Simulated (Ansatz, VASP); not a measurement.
# Two plane-wave programs on HfN

INCAR

```
PREC = Accurate ; ENCUT = 520
EDIFF = 1E-6 ; ISMEAR = 0
SIGMA = 0.15 ; LREAL = False
LASPH = True ; NELM = 100
ALGO = Normal ; ISIF = 2
LWAVE = False ; LCHARG = True
GGA = CA ; LELF = True
LVHAR = True ; NBANDS = 14
```

Contents of KPOINTS:

```
regular mesh
0
Gamma
  18 18 18
```

The input POSCAR:

```
HfN
1.0
    0.0000000000      2.4397200000      2.0782800000
    2.4397200000      0.0000000000      2.0782800000
    2.4397200000      2.4397200000      0.0000000000
Hf N
1 1
Direct
    0.0000000000      0.0000000000      0.0000000000
    0.5000000000      0.5000000000      0.5000000000
```

Input for Ansatz:

```yaml
crystal:
  lattice:
    - [0.0, 2.43972, 2.07828]
    - [2.43972, 0.0, 2.07828]
    - [2.43972, 2.43972, 0.0]
  atoms:
    - { symbol: Hf, position: [0.0, 0.0, 0.0] }
    - { symbol: "N", position: [0.5, 0.5, 0.5] }
basis:
  ecutwfc: 420
kpoints:
  mp_grid: { grid: [18, 18, 18] }
hamiltonian:
  xc: lda
scf:
  occupations: { method: gaussian, width: 0.15 }
output:
  forces: true
  stress: true
  eigenvalues: true
```

Change from the starting cell: strain +0.080 along x and y, -0.080 along z, atoms carried along.

Alike in both runs: task single point; functional LDA; k mesh 18 × 18 × 18; occupations gaussian, width 0.15 eV; no spin polarisation.

```csv
,VASP,Ansatz
version,VASP 6.6.1,Ansatz 0.2.0
potentials or method,"VASP PAW LDA potentials, release 64 (Hf_pv, N), cutoff 520 eV","scalar-relativistic, plane waves, PAW"
valence electrons in the cell,15,31
```

Ansatz gave:

| Property | Result |
| --- | --- |
| gap on the k mesh at the Fermi level (eV) | none |
| pressure (GPa) | -9.7 |
| traceless stress, the component that is largest in VASP (GPa) | 48.78 |

Q: Which values does VASP return?

A: gap on the k mesh at the Fermi level (eV): none; pressure (GPa): -10.7; traceless stress, the component that is largest in VASP (GPa): 49.33.

LDA's correlation is that of Perdew and Zunger in VASP and of Perdew and Wang (1992) in Ansatz. A gap of «none» marks a metal or a gap that the smearing closes. VASP's potentials hold 15 valence electrons a cell and Ansatz's 31, so a difference there can come from the potentials and not from the codes.

Spin-orbit coupling is off throughout.
